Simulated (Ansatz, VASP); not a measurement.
Ta in VASP and in Ansatz

File INCAR:

```
  PREC = Accurate
  ENCUT = 520
  EDIFF = 1E-6
  ISMEAR = -1
  SIGMA = 0.1
  LREAL = F
  LASPH = T
  NELM = 80
  ALGO = Normal
  ISIF = 2
  LWAVE = F
  LCHARG = T
  GGA = B5
  ALDAX = 1.0
  AGGAX = 1.0
  AGGAC = 1.0
  ALDAC = 0.0
  LELF = T
  LVHAR = T
  NBANDS = 18
```

KPOINTS

```
Automatic mesh
0
Gamma
  14 14 13
```

The input POSCAR:

```
Ta
1.0
   -3.7012273564      3.7018916260      1.5179057153
    3.7018916260     -3.7012273564      1.5179057153
    1.9209067619      1.9209067619     -1.5166891043
Ta
2
Direct
    0.9999515128      0.0000484872      1.0000000000
    0.7500484872      0.2499515128      0.5000000000
```

Input for Ansatz:

```yaml
crystal:
  lattice:
    - [-3.7012273564, 3.701891626, 1.5179057153]
    - [3.701891626, -3.7012273564, 1.5179057153]
    - [1.9209067619, 1.9209067619, -1.5166891043]
  atoms:
    - { symbol: Ta, position: [0.9999515128, 4.84872e-05, 1.0] }
    - { symbol: Ta, position: [0.7500484872, 0.2499515128, 0.5] }
hamiltonian:
  xc: blyp
  pseudopotentials:
    kind: paw
    azcp:
      Ta: "pseudopotentials/Ta.paw.azcp"
basis:
  ecutwfc: 420
  fft_grid_basis: typed
kpoints:
  mp_grid: { grid: [14, 14, 13], shift: [0, 0, 0] }
magnetization:
  spin_polarized: false
scf:
  occupations: { method: fermi_dirac, width: 0.1 }
  lower_state_search: "off"
output:
  stress: true
  write_density: true
  write_potential: true
  elf: true
  volumetric_format: npy
```

Alike in both runs: task single point; functional BLYP; k mesh 14 × 14 × 13; occupations fermi-dirac, width 0.1 eV; no spin polarisation.

|  | VASP | Ansatz |
| --- | --- | --- |
| version | VASP 6.6.1 | Ansatz 0.2.0 |
| potentials or method | VASP PAW PBE potentials, release 64 (Ta_pv), cutoff 520 eV | plane waves (420 eV) with PAW, scalar-relativistic |
| valence electrons in the cell | 22 | 26 |

```csv
,VASP,Ansatz,Ansatz less VASP
pressure (GPa),-15.3,-15.9,-0.55
"traceless stress, the component that is largest in VASP (GPa)",-0.67,-0.70,-0.025
```

VASP's potentials were made for PBE, not for BLYP. VASP's potentials hold 22 valence electrons a cell and Ansatz's 26, so a difference there can come from the potentials and not from the codes.

Spin-orbit coupling is off throughout.
